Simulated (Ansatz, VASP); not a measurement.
## Two plane-wave programs on OsCl3

Contents of INCAR:

```
PREC     = Accurate       # precision mode
ENCUT    = 600            # plane-wave cutoff, eV
EDIFF    = 1E-6           # SCF threshold, eV
ISMEAR   = 0              # smearing method
SIGMA    = 0.05           # smearing width, eV
LREAL    = F              # projectors in reciprocal space
LASPH    = T              # aspherical terms in the spheres
NELM     = 200            # most SCF steps
ALGO     = Normal         # electronic algorithm
ISIF     = 2              # what is computed and relaxed
LWAVE    = F              # write WAVECAR
LCHARG   = F              # write CHGCAR
ISPIN    = 2              # spin polarisation
MAGMOM   = 1.79 0.12 0.12 0.12 # initial moments
LORBIT   = 11             # projections on sites
LMAXMIX  = 4              # l up to which the mixer works
LDAU     = T              # DFT+U
LDAUTYPE = 2            
LDAUL    = 2 -1           # shell
LDAUU    = 1 0            # U, eV
LDAUJ    = 0 0          
LDAUPRINT= 1            
GGA      = PE             # functional
NBANDS   = 26             # bands
GGA_COMPAT= F
```

KPOINTS

```
regular mesh
0
Gamma
  4 4 4
```

File POSCAR:

```
OsCl3
1.0
    4.9123188200      0.0000000000      0.0000000000
    0.0000000000      4.9123188200      0.0000000000
    0.0000000000      0.0000000000      4.9123188200
Os Cl
1 3
Direct
    0.0000000000      0.0000000000      0.0000000000
    0.5000000000      0.0000000000      0.0000000000
    0.0000000000      0.0000000000      0.5000000000
    0.0000000000      0.5000000000      0.0000000000
```

Input for Ansatz:

```yaml
crystal:
  lattice:
    - [4.91231882, 0.0, 0.0]
    - [0.0, 4.91231882, 0.0]
    - [0.0, 0.0, 4.91231882]
  atoms:
    - { symbol: Os, position: [0.0, 0.0, 0.0], spin: 5.0 }
    - { symbol: Cl, position: [0.5, 0.0, 0.0] }
    - { symbol: Cl, position: [0.0, 0.0, 0.5] }
    - { symbol: Cl, position: [0.0, 0.5, 0.0] }
basis:
  ecutwfc: 420
  ecutrho_ratio: 4
kpoints:
  mp_grid: { grid: [4, 4, 4] }
hamiltonian:
  xc: pbe
  hubbard:
    sites:
      - { site: 0, l: d, u_eff: 1.0, starting_ns: [{ spin: up, occupation_matrix: s0up }, { spin: down, occupation_matrix: s0down }] }
    occupation_matrices:
      s0up:
        matrix:
          - [0.97, 0.0, 0.0, 0.0, 0.0]
          - [0.0, 0.97, 0.0, 0.0, 0.0]
          - [0.0, 0.0, 0.97, 0.0, 0.0]
          - [0.0, 0.0, 0.0, 0.97, 0.0]
          - [0.0, 0.0, 0.0, 0.0, 0.97]
      s0down:
        matrix:
          - [0.02, 0.0, 0.0, 0.0, 0.0]
          - [0.0, 0.02, 0.0, 0.0, 0.0]
          - [0.0, 0.0, 0.02, 0.0, 0.0]
          - [0.0, 0.0, 0.0, 0.02, 0.0]
          - [0.0, 0.0, 0.0, 0.0, 0.02]
    ns_hold: { iters: 12 }
scf:
  occupations: { method: gaussian, width: 0.05 }
  lower_state_search: "off"
  max_iter: 150
output:
  forces: true
  stress: true
  eigenvalues: true
  populations: true
  hubbard: { sites: [{ site: 0, l: d }] }
  write_density: true
  write_potential: true
  elf: true
  volumetric_format: npy
magnetization:
  spin_polarized: true
```

Alike in both runs: task single point; functional PBE; k mesh 4 × 4 × 4; occupations gaussian, width 0.05 eV; collinear spin; Hubbard terms Os d U = 1.0 eV.

```csv
,VASP,Ansatz
version,VASP 6.6.1,Ansatz 0.2.0
potentials or method,"VASP PAW PBE potentials, release 64 (Os, Cl), cutoff 600 eV","scalar-relativistic, plane waves, PAW"
valence electrons in the cell,29,37
```

|  | VASP | Ansatz | Ansatz less VASP |
| --- | --- | --- | --- |
| gap on the k mesh at the Fermi level (eV) | none | none | - |
| pressure (GPa) | -3.4 | -3.5 | -0.08 |
| net moment per atom (μB) | 0.62 | 0.62 | 0.000 |
| size of the moment on the site where the two differ most (μB) | 2.10 | 1.63 | -0.465 |

Site moments also hang on the region over which each program counts them. The programs project onto different local orbitals, so the same U acts differently, and such runs can settle in different states. A gap of «none» marks a metal or a gap that the smearing closes. VASP's potentials hold 29 valence electrons a cell and Ansatz's 37, so a difference there can come from the potentials and not from the codes. Ansatz's warnings: filled band counts differ across k points, specified occupation not kept, xc potential rough in thin density.

Spin-orbit coupling is off throughout.
